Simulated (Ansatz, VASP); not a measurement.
SrCr in VASP and in Ansatz

```
Sr Cr
1.0
     4.02831    0.00000    0.00000
     0.00000    4.02831    0.00000
     0.00000    0.00000    4.02831
Sr Cr
1 1
Cartesian
  2.0142 2.0142 2.0142
  0.0000 0.0000 0.0000
```

Alike in both runs: functional PBE; k mesh 14 × 14 × 14; occupations gaussian, width 0.1 eV; collinear spin.

Ansatz relaxed the structure, and its values are those at the end. VASP's run is a single point on that final structure, the one shown.

|  | VASP | Ansatz |
| --- | --- | --- |
| version | VASP 6.6.1 | Ansatz 0.2.0 |
| potentials or method | VASP PAW PBE potentials, release 64 (Sr_sv, Cr_pv), cutoff 520 eV | scalar-relativistic, plane waves, PAW |
| valence electrons in the cell | 22 | 24 |

```tsv
	VASP	Ansatz	Ansatz less VASP
gap on the k mesh at the Fermi level (eV)	none	none	-
pressure (GPa)	0.1	0.0	-0.04
net moment per atom (μB)	2.40	2.40	-0.001
size of the moment on the site where the two differ most (μB)	4.02	4.36	+0.340
```

Site moments also hang on the region over which each program counts them. A gap of «none» marks a metal or a gap that the smearing closes. VASP's potentials hold 22 valence electrons a cell and Ansatz's 24, so a difference there can come from the potentials and not from the codes.
